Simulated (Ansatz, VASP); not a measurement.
# Li in VASP and in Ansatz

```
Li
1.0
     0.00000   -2.08861   -2.08861
     0.00000    2.08861   -2.08861
     4.17722    0.00000    0.00000
Li
2
Cartesian
  2.0886 -0.4250 -2.0886
  0.0000 0.4250 0.0000
```

Change from the starting cell: mode 4 frozen in at -0.425 Å, equal normal strain along x, y and z +0.0000.

Alike in both runs: task single point; functional PBE; dispersion D3(BJ); k mesh 16 × 16 × 12; occupations gaussian, width 0.15 eV; no spin polarisation.

```csv
,VASP,Ansatz
version,VASP 6.6.1,Ansatz 0.2.0
potentials or method,"VASP PAW PBE potentials, release 64 (Li_sv), cutoff 520 eV","scalar-relativistic, plane waves, PAW"
valence electrons in the cell,6,6
```

|  | VASP | Ansatz | Ansatz less VASP |
| --- | --- | --- | --- |
| gap on the k mesh at the Fermi level (eV) | none | none | - |
| rms of the force components (eV/Å) | 0.360 | 0.361 | +0.0002 |

Atom by atom the forces differ by 0.000 eV/Å (rms over components). A gap of «none» marks a metal or a gap that the smearing closes.

Noted on VASP's run: the cutoff is under 1.25 times that of the potentials, so the pressure is a little rough.
